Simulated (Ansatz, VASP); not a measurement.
# Two plane-wave programs on MgO2

```
Mg O
1.0
     1.62883    0.94041    3.54639
    -1.62883    0.94041    3.54639
     0.00000   -1.88081    3.54639
Mg O
1 2
Direct
  0.00000 0.00000 0.00000
  0.42879 0.42879 0.42879
  0.57121 0.57121 0.57121
```

Change from the starting cell: strain +0.015 along x and y, +0.015 along z, atoms carried along.

Alike in both runs: task single point; functional r2SCAN; k mesh 12 × 12 × 12; occupations gaussian, width 0.05 eV; no spin polarisation.

|  | VASP | Ansatz |
| --- | --- | --- |
| version | VASP 6.6.1 | Ansatz 0.2.0 |
| potentials or method | VASP PAW PBE potentials, release 64 (Mg, O), cutoff 520 eV | scalar-relativistic, plane waves, PAW |
| valence electrons in the cell | 14 | 22 |

|  | VASP | Ansatz | Ansatz less VASP |
| --- | --- | --- | --- |
| gap on the k mesh at the Fermi level (eV) | 2.65 | 2.68 | +0.030 |
| least direct gap on the mesh (eV) | 2.65 | 2.68 | +0.030 |
| pressure (GPa) | -10.8 | -10.4 | +0.40 |
| traceless stress, the component that is largest in VASP (GPa) | -2.02 | -3.28 | -1.254 |
| rms of the force components (eV/Å) | 0.080 | 0.191 | +0.1109 |

VASP's potentials were made for PBE, not for r2SCAN. Atom by atom the forces differ by 0.111 eV/Å (rms over components). With one functional, cell and mesh, what is left measures potentials, basis and numerics. VASP's potentials hold 14 valence electrons a cell and Ansatz's 22, so a difference there can come from the potentials and not from the codes.
